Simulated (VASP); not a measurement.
Input of a VASP 6.6.1 run:

The input INCAR:

```
PREC = Accurate ; ENCUT = 600
EDIFF = 1E-6 ; ISMEAR = 0
SIGMA = 0.01 ; LREAL = F
LASPH = T ; NELM = 100
ALGO = Normal ; ISIF = 3
LWAVE = F ; LCHARG = F
GGA = PS ; IBRION = 2
NSW = 100 ; EDIFFG = -0.002
PSTRESS = 150.0
```

Contents of KPOINTS:

```
Automatic mesh
0
Gamma
  6 6 4
```

POSCAR

```
ZnS
1.0
    3.7815727570      0.0000000000      0.0000000000
   -1.8907863785      3.2749380738      0.0000000000
    0.0000000000      0.0000000000      6.2089827959
Zn S
2 2
Direct
    0.3333333333      0.6666666667      0.0054426075
    0.6666666667      0.3333333333      0.5054426075
    0.3333333333      0.6666666667      0.3795573925
    0.6666666667      0.3333333333      0.8795573925
```

Potentials or basis: VASP PAW PBE potentials, release 64 (Zn, S).

Launch:

```bash
$ cat potpaw_PBE.64/Zn/POTCAR potpaw_PBE.64/S/POTCAR > POTCAR
$ mpirun -np 1 vasp_std > vasp.out
```

(1) What does it give for the relaxed volume?

(2) What does it give for the band gap on the k mesh?

Results:

(1) 16.75 Å³/atom.

(2) 2.77 eV.

Caveat: the cell is relaxed towards a set pressure, so the run minimises the enthalpy, not the energy; the PAW data sets were made with another functional, which shifts forces and pressure a little.
